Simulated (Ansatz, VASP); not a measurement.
# Two plane-wave programs on ZnS

```
CELL_PARAMETERS angstrom
3.81100 -0.05716 -0.05716
-1.95501 3.32900 -0.02092
-0.09351 -0.09351 6.23400
ATOMIC_POSITIONS crystal
Zn 0.33333 0.66667 0.00000
Zn 0.66667 0.33333 0.50000
S 0.33333 0.66667 0.38500
S 0.66667 0.33333 0.88500
```

Change from the starting cell: equal xy, yz and zx shear strains of -3 %, PAW files.

Alike in both runs: task electric field gradients; functional PBEsol; k mesh 8 × 8 × 5; occupations fermi-dirac, width 0.03 eV; no spin polarisation.

|  | VASP | Ansatz |
| --- | --- | --- |
| version | VASP 6.6.1 | Ansatz 0.2.0 |
| potentials or method | VASP PAW PBE potentials, release 64 (Zn, S) | PAW with Ansatz's default frozen-core files, scalar-relativistic |
| plane-wave cutoff (eV) | 520 | 420 |
| valence electrons in the cell | 36 | 36 |

|  | VASP | Ansatz | Ansatz less VASP |
| --- | --- | --- | --- |
| gap on the k mesh at the Fermi level (eV) | 2.00 | 2.00 | -0.006 |
| pressure (GPa) | -1.0 | -1.2 | -0.20 |
| traceless stress, the component that is largest in VASP (GPa) | 1.77 | 1.77 | -0.005 |
| rms of the force components (eV/Å) | 0.239 | 0.237 | -0.0019 |
| size of Vzz on the site where it differs most (V/Å²) | 23.0 | 21.2 | -1.88 |

VASP's potentials were made for PBE, not for PBEsol. Atom by atom the forces differ by 0.002 eV/Å (rms over components).
